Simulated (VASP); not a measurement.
Input of a VASP 6.6.1 run:

The input INCAR:

```
SYSTEM = Pb
PREC     = Accurate       ! precision mode
ENCUT    = 520            ! plane-wave cutoff, eV
EDIFF    = 1E-7           ! SCF threshold, eV
ISMEAR   = -1             ! smearing method
SIGMA    = 0.05           ! smearing width, eV
LREAL    = .FALSE.        ! projectors in reciprocal space
LASPH    = .TRUE.         ! aspherical terms in the spheres
NELM     = 150            ! most SCF steps
ALGO     = Normal         ! electronic algorithm
ISIF     = 2              ! what is computed and relaxed
LWAVE    = .FALSE.        ! write WAVECAR
LCHARG   = .FALSE.        ! write CHGCAR
MAGMOM   = 0 0 0 0 0 0    ! initial moments
LORBIT   = 11             ! projections on sites
LSORBIT  = .TRUE.         ! spin-orbit coupling
GGA_COMPAT= .FALSE.      
LORBMOM  = .TRUE.       
NBANDS   = 40             ! bands
```

The input KPOINTS:

```
regular mesh
0
G
  14 14 8
  0 0 0
```

Contents of POSCAR:

```
Pb
1.0
    3.4397052400      0.0000000000      0.0000000000
   -1.7198526200      2.9788721194      0.0000000000
    0.0000000000      0.0000000000      5.6524460681
Pb
2
Direct
    0.3333333333      0.6666666667      0.2500000000
    0.6666666667      0.3333333333      0.7500000000
```

Potentials or basis: VASP PAW LDA potentials, release 64 (Pb_d).

Launch:

```sh
$ cat potpaw_LDA.64/Pb_d/POTCAR > POTCAR
$ mpirun -np 1 vasp_ncl > vasp.out
```

**Question.** Estimate the pressure.

**Answer.** 0.1 GPa.

**Question.** Estimate the net moment.

**Answer.** 0.00 μB per cell.

Stress tensor (GPa, compression positive):
```
0.02 0.00 0.00
0.00 0.02 0.00
0.00 0.00 0.18
```
